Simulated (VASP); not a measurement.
Write the native input for VASP 6.6.1 that does the following.

| Property | Result |
| --- | --- |
| Task | single point |
| Functional | PBE |
| Potentials or basis | VASP PAW PBE potentials, release 64 (Cd, Se, S) |
| Cutoff | 520 eV |
| k mesh | 4 × 4 × 4 |
| Occupations | gaussian, width 0.1 eV |
| Spin | no spin polarisation |
| Dipole correction | no |
| Further INCAR settings | ALGO = Normal; EDIFF = 1e-06; NBANDS = 26 |

The structure of CdSeS3 lies in POSCAR:

```
CdSeS3
1.0
    4.8343115141      0.0000000000      0.0000000000
    0.0000000000      4.8343115141      0.0000000000
    0.0000000000      0.0000000000      4.8343115141
Cd Se S
1 1 3
Direct
    0.0000000000      0.0000000000      0.0000000000
    0.5000000000      0.5000000000      0.5000000000
    0.5000000000      0.5000000000      0.0000000000
    0.0000000000      0.5000000000      0.5000000000
    0.5000000000      0.0000000000      0.5000000000
```

These files were run (other wordings do the same):

INCAR

```
SYSTEM = CdSeS3
PREC = Accurate
ENCUT = 520
EDIFF = 1E-6
ISMEAR = 0
SIGMA = 0.1
LREAL = .False.
LASPH = .True.
NELM = 80
ALGO = Normal
ISIF = 2
LWAVE = .False.
LCHARG = .False.
GGA = PE
NBANDS = 26
```

KPOINTS

```
regular mesh
0
Gamma
  4 4 4
  0 0 0
```

Potentials or basis: VASP PAW PBE potentials, release 64 (Cd, Se, S).

Launch:

```console
$ cat potpaw_PBE.64/Cd/POTCAR potpaw_PBE.64/Se/POTCAR potpaw_PBE.64/S/POTCAR > POTCAR
$ mpirun -np 1 vasp_std > vasp.out
```

It gave:

```yaml
Pressure: -0.2 GPa
Band_gap_on_the_k_mesh: zero (band 18 reaches 3.18 eV, above the bottom of band 19 at 2.21 eV)
```

It took 25 s on 1 thread of AMD EPYC 7R43 64-Core Processor (Zen 3), with other jobs on the host, peak memory 0.17 GiB.
